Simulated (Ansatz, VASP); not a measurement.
One calculation of K3SBr, two programs

```
Br S K
1.0
     6.10873    0.00000    0.00000
     0.00000    6.10873    0.00000
     0.00000    0.00000    6.10873
Br S K
1 1 3
Direct
  0.00000 0.00000 0.00000
  0.50000 0.50000 0.50000
  0.50000 0.50000 0.00000
  0.50000 0.00000 0.50000
  0.00000 0.50000 0.50000
```

Alike in both runs: task single point; functional PBE; k mesh 4 × 4 × 4; no spin polarisation.

```csv
,VASP,Ansatz
version,VASP 6.6.1,Ansatz 0.2.0
potentials or method,"VASP PAW PBE potentials, release 64 (Br, S, K_sv)","plane waves, PAW"
plane-wave cutoff (eV),520,420
occupations,"gaussian, width 0.01 eV",fixed
valence electrons in the cell,40,40
```

VASP gave:

| Item | Value |
| --- | --- |
| gap on the k mesh at the Fermi level (eV) | 1.70 |
| pressure (GPa) | -0.6 |

Question: Which values does Ansatz return?

Answer: gap on the k mesh at the Fermi level (eV): 1.71; pressure (GPa): -0.6.
